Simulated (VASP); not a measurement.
SiC, 4 atoms in the cell. The structure is hexagonal, space group P6_3mc (No. 186). Conventional cell: a = 3.092 Å, b = 3.092 Å, c = 5.074 Å, α = 90.00°, β = 90.00°, γ = 120.00°. Si (site symmetry 3m) has 4 C at 1.89 to 1.91 Å within 2.5 Å. Within 2.5 Å of C (site symmetry 3m) lie 4 Si at 1.89 to 1.91 Å. 

- Program: VASP 6.6.1
- Task: single point
- Functional: PBEsol
- Potentials or basis: VASP PAW PBE potentials, release 64 (Si, C)
- Cutoff: 520 eV
- k mesh: 12 × 12 × 6
- Occupations: gaussian, width 0.02 eV
- Spin: no spin polarisation
- Dipole correction: no
- Further INCAR settings: ALGO = Normal; EDIFF = 1e-06; NBANDS = 16

Potentials or basis: VASP PAW PBE potentials, release 64 (Si, C).

Run with:

```console
$ cat potpaw_PBE.64/Si/POTCAR potpaw_PBE.64/C/POTCAR > POTCAR
$ mpirun -np 1 vasp_std > vasp.out
```

Hardware: 1 thread of Intel(R) Xeon(R) Platinum 8488C (Sapphire Rapids), with other jobs on the host.

Problem. How long does it take, and how much memory?

Solution. Run time: 22 s on 1 thread of Intel(R) Xeon(R) Platinum 8488C (Sapphire Rapids) (shared host), peak memory 0.18 GiB. Counts: scf iterations 12, k points 76.
